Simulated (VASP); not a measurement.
## Sn: single point with PBE

Crystal: Sn.

```
Sn
1.0
     0.00000    3.32797    3.32797
     3.32797    0.00000    3.32797
     3.32797    3.32797    0.00000
Sn
2
Direct
  0.87500 0.87500 0.87500
  0.12500 0.12500 0.12500
```

This isn't the form of Sn at room conditions, which is tetragonal (white tin).

- Program: VASP 6.6.1
- Task: single point
- Functional: PBE
- Potentials or basis: VASP PAW PBE potentials, release 64 (Sn_d)
- Cutoff: 520 eV
- k mesh: 9 × 9 × 9
- Occupations: fermi-dirac, width 0.02 eV
- Spin: no spin polarisation
- Dipole correction: no
- Further INCAR settings: ALGO = Normal; EDIFF = 1e-06; NBANDS = 21

```json
{"Pressure": "0.0 GPa", "Band gap on the k mesh": "zero (bands 14 and 15 overlap by 0.21 eV)"}
```

Levels at points of the mesh, in eV from the Fermi level:
```tsv
k point	band 10	band 11	band 12	band 13	band 14	band 15	band 16	band 17	band 18	band 19
(0.00, 0.00, 0.00)	-21.15	-10.02	-1.06	0.18	0.18	0.18	2.24	2.24	2.24	5.06
```

It took 33 s on 1 thread of Intel(R) Xeon(R) Platinum 8488C (Sapphire Rapids), on a shared host, peak memory 0.21 GiB.

Caveat: spin-orbit coupling is left out, which moves the levels of the heavy elements.
